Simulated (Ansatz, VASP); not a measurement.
**Two plane-wave programs on Pd**

Contents of POSCAR:

```
Pd
1.0
    0.0000000000      1.9567730079      1.9567730079
    1.9567730079      0.0000000000      1.9567730079
    1.9567730079      1.9567730079      0.0000000000
Pd
1
Direct
    0.0000000000      0.0000000000      0.0000000000
```

The input INCAR.step1:

```
PREC = Accurate
ENCUT = 520
ISMEAR = -1
SIGMA = 0.01
LREAL = F
LASPH = T
NELM = 150
ISPIN = 2
MAGMOM = 0.436
LMAXMIX = 4
NBANDS = 15
GGA = PE
ALGO = Normal
EDIFF = 1E-4
LWAVE = T
LCHARG = F
```

File INCAR.step2:

```
PREC = Accurate
ENCUT = 520
EDIFF = 1E-6
ISMEAR = -1
SIGMA = 0.01
LREAL = F
LASPH = T
NELM = 150
ALGO = Normal
ISIF = 2
LWAVE = F
LCHARG = F
ISPIN = 2
MAGMOM = 0.436
LORBIT = 11
LMAXMIX = 4
METAGGA = R2SCAN
LMIXTAU = T
NBANDS = 15
ISTART = 1
```

The input KPOINTS:

```
Automatic mesh
0
Gamma
  14 14 14
```

Input for Ansatz:

```yaml
crystal:
  lattice:
    - [0.0, 1.9567730079, 1.9567730079]
    - [1.9567730079, 0.0, 1.9567730079]
    - [1.9567730079, 1.9567730079, 0.0]
  atoms:
    - { symbol: Pd, position: [0.0, 0.0, 0.0], spin: 0.436 }
hamiltonian:
  xc: r2scan
  pseudopotentials:
    kind: paw
    azcp:
      Pd: "pseudopotentials/Pd.paw.azcp"
basis:
  ecutwfc: 500
  fft_grid_basis: typed
kpoints:
  mp_grid: { grid: [14, 14, 14], shift: [0, 0, 0] }
magnetization:
  spin_polarized: true
scf:
  occupations: { method: fermi_dirac, width: 0.01 }
  lower_state_search: "off"
output:
  stress: true
```

Alike in both runs: task single point; functional r2SCAN; k mesh 14 × 14 × 14; occupations fermi-dirac, width 0.01 eV; collinear spin.

|  | VASP | Ansatz |
| --- | --- | --- |
| version | VASP 6.6.1 | Ansatz 0.2.0 |
| potentials or method | VASP PAW PBE potentials, release 64 (Pd), cutoff 520 eV | plane waves (500 eV) with PAW, scalar-relativistic |
| valence electrons in the cell | 10 | 18 |

|  | VASP | Ansatz | Ansatz less VASP |
| --- | --- | --- | --- |
| pressure (GPa) | 0.6 | 0.0 | -0.68 |
| net moment per atom (μB) | 0.48 | 0.48 | 0.000 |
| size of the moment on the site where the two differ most (μB) | 0.49 | 0.50 | +0.010 |

VASP's potentials were made for PBE, not for r2SCAN. Site moments also hang on the region over which each program counts them. VASP's potentials hold 10 valence electrons a cell and Ansatz's 18, so a difference there can come from the potentials and not from the codes. Ansatz's warnings: stability check not made.
